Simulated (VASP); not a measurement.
# Hf (Im-3m) in VASP: settings compared

Hf is run at these levels: PBEsol, LDA; tasks: single point.

Everything below comes from runs of VASP 6.6.1. Logs are shortened: lines on timing, memory, paths and dates and some standing lists are left out, and cuts for length are marked.

### 1 The cell of the first run

Symmetry: Im-3m, No. 229, cubic system. The conventional cell has a = 3.533 Å, b = 3.533 Å, c = 3.533 Å, α = 90.00°, β = 90.00°, γ = 90.00°. Within 4.0 Å of Hf (site symmetry m-3m) lie 14 Hf at 3.06 to 3.53 Å.

### 2 Single point, PBEsol (strained)

Contents of INCAR:

```
PREC = Accurate
ENCUT = 520
EDIFF = 1E-6
ISMEAR = 0
SIGMA = 0.1
LREAL = F
LASPH = T
NELM = 100
ALGO = Normal
ISIF = 2
LWAVE = F
LCHARG = T
GGA = PS
LELF = T
LVHAR = T
NBANDS = 11
```

Contents of KPOINTS:

```
regular mesh
0
Gamma
  16 16 16
```

Contents of POSCAR:

```
Hf
1.0
   -1.7663549500      1.7663549500      1.7663549500
    1.7663549500     -1.7663549500      1.7663549500
    1.7663549500      1.7663549500     -1.7663549500
Hf
1
Direct
    0.0000000000      0.0000000000      0.0000000000
```

Potentials or basis: VASP PAW PBE potentials, release 64 (Hf_pv).

Launch:

```console
cat potpaw_PBE.64/Hf_pv/POTCAR > POTCAR
mpirun -np 1 vasp_std > vasp.out
```

OUTCAR:

```text
PREC = Accurate
   ENCUT = 520
   EDIFF = 1E-6
   ISMEAR = 0
   LREAL = F
   LASPH = T
   NELM = 100
   ISIF = 2
   GGA = PS

 ion  position               nearest neighbor table
   1  0.000  0.000  0.000-

  LATTYP: Found a body centered cubic cell.
 ALAT       =     3.5327099000

  Lattice vectors:

 A1 = (  -1.7663549500,   1.7663549500,   1.7663549500)
 A2 = (   1.7663549500,  -1.7663549500,   1.7663549500)
 A3 = (   1.7663549500,   1.7663549500,  -1.7663549500)

Analysis of symmetry for initial positions (statically):
=====================================================================
 Subroutine PRICEL returns:
 Original cell was already a primitive cell.

 Routine SETGRP: Setting up the symmetry group for a
 body centered cubic supercell.

 Subroutine GETGRP returns: Found 48 space group operations
 (whereof 48 operations were pure point group operations)
 out of a pool of 48 trial point group operations.

The static configuration has the point symmetry O_h .

Analysis of symmetry for dynamics (positions and initial velocities):
=====================================================================
 Subroutine PRICEL returns:
 Original cell was already a primitive cell.

 Routine SETGRP: Setting up the symmetry group for a
 body centered cubic supercell.

 Subroutine GETGRP returns: Found 48 space group operations
 (whereof 48 operations were pure point group operations)
 out of a pool of 48 trial point group operations.

The dynamic configuration has the point symmetry O_h .

 Subroutine INISYM returns: Found 48 space group operations
 (whereof 48 operations are pure point group operations),
 and found     1 'primitive' translations

----------------------------------------------------------------------------------------

                                     Primitive cell

  volume of cell :      22.0442

  direct lattice vectors                    reciprocal lattice vectors
    -1.766354950  1.766354950  1.766354950     0.000000000  0.283068814  0.283068814
     1.766354950 -1.766354950  1.766354950     0.283068814  0.000000000  0.283068814
     1.766354950  1.766354950 -1.766354950     0.283068814  0.283068814  0.000000000

  length of vectors
     3.059416518  3.059416518  3.059416518     0.400319755  0.400319755  0.400319755

  position of ions in fractional coordinates (direct lattice)
     0.000000000  0.000000000  0.000000000

  ion indices of the primitive-cell ions
   primitive index   ion index
                 1           1

----------------------------------------------------------------------------------------

 KPOINTS: regular mesh

Automatic generation of k-mesh.
 Grid dimensions read from file:
 generate k-points for:   16   16   16

 Generating k-lattice:

  Cartesian coordinates                     Fractional coordinates (reciprocal lattice)
     0.000000000  0.017691801  0.017691801     0.062500000  0.000000000  0.000000000
     0.017691801  0.000000000  0.017691801     0.000000000  0.062500000  0.000000000
     0.017691801  0.017691801  0.000000000     0.000000000  0.000000000  0.062500000

  Length of vectors
     0.025019985  0.025019985  0.025019985

  Shift w.r.t. Gamma in fractional coordinates (k-lattice)
     0.000000000  0.000000000  0.000000000

 Subroutine IBZKPT returns following result:
 ===========================================

 Found    145 irreducible k-points:

 Following reciprocal coordinates:
            Coordinates               Weight
  0.000000  0.000000  0.000000      1.000000
  0.062500  0.000000  0.000000     12.000000
  0.125000  0.000000  0.000000     12.000000
  0.187500  0.000000  0.000000     12.000000
  0.250000  0.000000  0.000000     12.000000
  0.312500  0.000000  0.000000     12.000000
[... 16 lines left out ...]
  0.187500  0.187500  0.000000     24.000000
  0.250000  0.187500 -0.000000     48.000000
 [... further k-points ...]
   k-points           NKPTS =    145   k-points in BZ     NKDIM =    145   number of bands    NBANDS=     11
   number of dos      NEDOS =    301   number of ions     NIONS =      1
   total plane-waves  NPLWV =  13824
   dimension x,y,z NGX =    24 NGY =   24 NGZ =   24
   dimension x,y,z NGXF=    48 NGYF=   48 NGZF=   48
   ions per type =               1
   NGX,Y,Z   is equivalent  to a cutoff of  13.04, 13.04, 13.04 a.u.
   NGXF,Y,Z  is equivalent  to a cutoff of  26.08, 26.08, 26.08 a.u.
 SYSTEM =  unknown system
   PREC   = accura    normal or accurate (medium, high low for compatibility)
   ISTART =      0    job   : 0-new  1-cont  2-samecut
   ICHARG =      2    charge: 1-file 2-atom 10-const
   ISPIN  =      1    spin polarized calculation?
   LNONCOLLINEAR =      F non collinear calculations
   LSORBIT =      F    spin-orbit coupling
   LASPH  =      T    aspherical Exc in radial PAW
   ENCUT  =  520.0 eV  38.22 Ry    6.18 a.u.   5.69  5.69  5.69*2*pi/ulx,y,z
   NELM   =    100;   NELMIN=  2; NELMDL= -5     # of ELM steps
   EDIFF  = 0.1E-05   stopping-criterion for ELM
   LREAL  =      F    real-space projection
   EDIFFG = 0.1E-04   stopping-criterion for IOM
   NSW    =      0    number of steps for IOM
   IBRION =     -1    ionic relax: 0-MD 1-quasi-New 2-CG
   NFREE  =      0    steps in history (QN), initial steepest desc. (CG)
   ISIF   =      2    stress and relaxation
   ISYM   =      2    0-nonsym 1-usesym 2-fastsym
   POTIM  = 0.5000    time-step for ionic-motion
   TEBEG  =    0.0;   TEEND  =   0.0 temperature during run
   PSTRESS=    0.0 pullay stress
   NELECT =      10.0000    total number of electrons
   NUPDOWN=      -1.0000    fix difference up-down
   EMIN   =  10.00;   EMAX   =-10.00  energy-range for DOS
   EFERMI =   0.00;   METHOD = LEGACY
   ISMEAR =     0;   SIGMA  =   0.10  broadening in eV -4-tet -1-fermi 0-gaus
   EFERMI_NEDOS =   21; number of points for ismear=-14 and -15
   IALGO  =     38    algorithm
   IMIX   =      4    mixing-type and parameters
     AMIX     =   0.40;   BMIX     =  1.00
     AMIX_MAG =   1.60;   BMIX_MAG =  1.00
  volume/ion in A,a.u.               =      22.04       148.76
  Fermi-wavevector in a.u.,A,eV,Ry     =   1.257892  2.377072 21.528410  1.582293
  Thomas-Fermi vector in A             =   2.391529
   LORBIT       =      0    0 simple, 1 ext, 2 COOP (PROOUT), +10 PAW based schemes
   GGA     = PS    functional components
   LHFCALC =     F    Hartree Fock is set to
   AEXX    =    0.0000 exact exchange contribution
   IVDW    =     0    specifies the selected vdW correction
   LEPSILON=     F    determine dielectric tensor
   LRPA    =     F    only Hartree local field effects (RPA)
 non-spin polarized calculation
 Gauss-broadening in eV      SIGMA  =   0.10
  energy-cutoff  :      520.00
  volume of cell :       22.04
 maximum number of plane-waves:       610
   NGX = 11   NGY = 11   NGZ = 11

 number of electron      10.0000000 magnetization

 Free energy of the ion-electron system (eV)
  ---------------------------------------------------
  ext. energy  EPLUGINS =         0.00000000
  ---------------------------------------------------
  free energy    TOTEN  =       -10.32975468 eV

  energy without entropy =      -10.32248248  energy(sigma->0) =      -10.32611858

 E-fermi :   4.5125     XC(G=0): -11.4581

 val. band max:        4.5048014165   @ k =   0.3125   0.0000   0.0000
 cond. band min:       4.5213832442   @ k =   0.3125   0.1875   0.0625
 fundamental gap:      0.0165818277
 Fermi energy:         4.5124534402

 k-point     1 :       0.0000    0.0000    0.0000
  band No.  band energies     occupation
      1     -25.2078      2.00000
      2     -25.2078      2.00000
      3     -25.2078      2.00000
      4      -2.5762      2.00000
      5       6.0365      0.00000
      6       6.0365      0.00000
      7       6.0365      0.00000
      8       8.8738      0.00000
      9       8.8738      0.00000
     10      17.9062      0.00000
     11      17.9062      0.00000

 k-point     2 :       0.0625    0.0000    0.0000
  band No.  band energies     occupation
      1     -25.2433      2.00000
      2     -25.2188      2.00000
      3     -25.2080      2.00000
      4      -2.4284      2.00000
      5       5.9318      0.00000
      6       5.9973      0.00000
      7       6.1819      0.00000
      8       8.7012      0.00000
      9       8.8716      0.00000
     10      17.8190      0.00000
     11      18.0495      0.00000

 k-point     3 :       0.1250    0.0000    0.0000
  band No.  band energies     occupation
      1     -25.3430      2.00000
      2     -25.2499      2.00000
      3     -25.2084      2.00000
      4      -2.0011      2.00000
      5       5.6508      0.00000
      6       5.8296      0.00000
      7       6.6133      0.00000
      8       8.3850      0.00000
      9       8.8774      0.00000
     10      17.8160      0.00000
     11      18.3879      0.00000

 k-point     4 :       0.1875    0.0000    0.0000
  band No.  band energies     occupation
      1     -25.4891      2.00000
      2     -25.2962      2.00000
      3     -25.2091      2.00000
      4      -1.3442      2.00000
      5       5.2698      0.00000
      6       5.4756      0.00000
      7       7.3156      0.00000
      8       8.2486      0.00000
      9       8.9197      0.00000
     10      17.8131      0.00000
     11      18.5588      0.00000

 k-point     5 :       0.2500    0.0000    0.0000
  band No.  band energies     occupation
      1     -25.6567      2.00000
      2     -25.3502      2.00000
      3     -25.2099      2.00000
      4      -0.5515      2.00000
      5       4.8676      0.00000
      6       5.0597      0.00000
      7       8.2610      0.00000
      8       8.3585      0.00000
      9       9.0253      0.00000
     10      17.8031      0.00000
     11      18.0472      0.00000

 k-point     6 :       0.3125    0.0000    0.0000
  band No.  band energies     occupation
      1     -25.8195      2.00000
      2     -25.4037      2.00000
      3     -25.2108      2.00000
      4       0.2198      2.00000
      5       4.5048      1.08618
      6       4.8285      0.00001
      7       8.5811      0.00000
      8       9.2029      0.00000
      9       9.4009      0.00000
     10      17.0530      0.00000
     11      17.5706      0.00000

 k-point     7 :       0.3750    0.0000    0.0000
  band No.  band energies     occupation
      1     -25.9541      2.00000
      2     -25.4485      2.00000
      3     -25.2115      2.00000
      4       0.7715      2.00000
      5       4.2220      1.99996
      6       4.9715      0.00000
      7       8.7527      0.00000
      8       9.4292      0.00000
      9      10.6400      0.00000
     10      16.0656      0.00000
     11      16.2213      0.00000

 k-point     8 :       0.4375    0.0000    0.0000
  band No.  band energies     occupation
      1     -26.0423      2.00000
      2     -25.4783      2.00000
      3     -25.2120      2.00000
      4       1.0267      2.00000
      5       4.0436      2.00000
      6       5.4037      0.00000
      7       8.7589      0.00000
      8       9.6368      0.00000
      9      11.7569      0.00000
     10      15.2301      0.00000
     11      15.3557      0.00000
[... 141 lines left out ...]
 k-point    19 :       0.2500    0.1250   -0.0000
  band No.  band energies     occupation
      1     -25.8284      2.00000
      2     -25.4216      2.00000
      3     -25.2537      2.00000
      4       0.6010      2.00000
      5       4.3777      1.94329
      6       4.6369      0.07852
      7       8.2157      0.00000
      8       9.5260      0.00000
      9       9.9213      0.00000
     10      16.7437      0.00000
     11      17.8178      0.00000

 k-point    20 :       0.3125    0.1250    0.0000
  band No.  band energies     occupation
      1     -25.9361      2.00000
      2     -25.4787      2.00000
      3     -25.2563      2.00000
      4       1.1869      2.00000
      5       4.1791      2.00000
      6       4.6606      0.03620
      7       8.4731      0.00000
      8       9.6163      0.00000
      9      11.1307      0.00000
     10      15.5652      0.00000
     11      17.0619      0.00000

 k-point    21 :       0.3750    0.1250    0.0000
  band No.  band energies     occupation
      1     -26.0064      2.00000
      2     -25.5175      2.00000
      3     -25.2578      2.00000
      4       1.4592      2.00000
      5       4.0573      2.00000
      6       4.9839      0.00000
      7       8.5579      0.00000
      8       9.7601      0.00000
      9      12.2060      0.00000
     10      14.5504      0.00000
     11      16.2665      0.00000

 k-point    22 :       0.4375    0.1250    0.0000
  band No.  band energies     occupation
      1     -26.0308      2.00000
      2     -25.5311      2.00000
      3     -25.2583      2.00000
      4       1.5224      2.00000
      5       4.0138      2.00000
      6       5.1953      0.00000
      7       8.5172      0.00000
      8       9.8769      0.00000
      9      12.7041      0.00000
     10      14.0911      0.00000
     11      16.0000      0.00000

 k-point    23 :       0.1875    0.1875    0.0000
  band No.  band energies     occupation
      1     -25.8020      2.00000
      2     -25.4162      2.00000
      3     -25.2705      2.00000
      4       0.5990      2.00000
      5       4.3145      1.99487
      6       4.6657      0.03026
      7       8.0611      0.00000
      8       9.5635      0.00000
      9       9.8721      0.00000
     10      16.9009      0.00000
     11      17.8383      0.00000

 k-point    24 :       0.2500    0.1875   -0.0000
  band No.  band energies     occupation
      1     -25.8880      2.00000
      2     -25.4886      2.00000
      3     -25.2818      2.00000
      4       1.3379      2.00000
      5       4.0417      2.00000
      6       4.5484      0.61112
      7       8.2813      0.00000
      8       9.6125      0.00000
      9      11.0750      0.00000
     10      15.6728      0.00000
     11      17.8257      0.00000

 [... further k-points ...]
[... 5 lines left out ...]
  --------------------------------------------------------------------------------------
  -------------------------------------------------------------------------------------
  Total       -0.5402836     -0.5402836     -0.5402836      0.0000000      0.0000000     -0.0000000
  in kB      -39.2679699    -39.2679699    -39.2679699      0.0000000      0.0000000     -0.0000000
  external PRESSURE =     -39.2679699 kB  Pullay stress =       0.0000000 kB

 VOLUME and BASIS-vectors are now :
 -----------------------------------------------------------------------------
  energy-cutoff  :      520.00
  volume of cell :       22.04
      direct lattice vectors                 reciprocal lattice vectors
    -1.766354950  1.766354950  1.766354950     0.000000000  0.283068814  0.283068814
     1.766354950 -1.766354950  1.766354950     0.283068814  0.000000000  0.283068814
     1.766354950  1.766354950 -1.766354950     0.283068814  0.283068814  0.000000000

 POSITION                                       TOTAL-FORCE (eV/Angst)
 -----------------------------------------------------------------------------------
      0.00000      0.00000      0.00000         0.000000     -0.000000     -0.000000
 -----------------------------------------------------------------------------------
    total drift:                               -0.000000      0.000000      0.000000

  FREE ENERGIE OF THE ION-ELECTRON SYSTEM (eV)
  ---------------------------------------------------
  free  energy   TOTEN  =       -10.3297546759 eV

  energy  without entropy=      -10.3224824753  energy(sigma->0) =      -10.32611858
```

Wall time 58 s (1 thread of AMD EPYC 7R13, shared host); peak memory 0.13 GiB.

What came out:

```yaml
Free_energy: -10.3298 eV
Pressure: -3.9 GPa
Band_gap_on_the_k_mesh: zero (band 5 reaches 6.04 eV, above the bottom of band 6 at 3.75 eV)
```

Caveat: the cell differs from its parent crystal (strained); the PAW data sets were made with another functional, which shifts forces and pressure a little; spin-orbit coupling is left out, which moves the levels of the heavy elements.

[end of part 1 of 2]
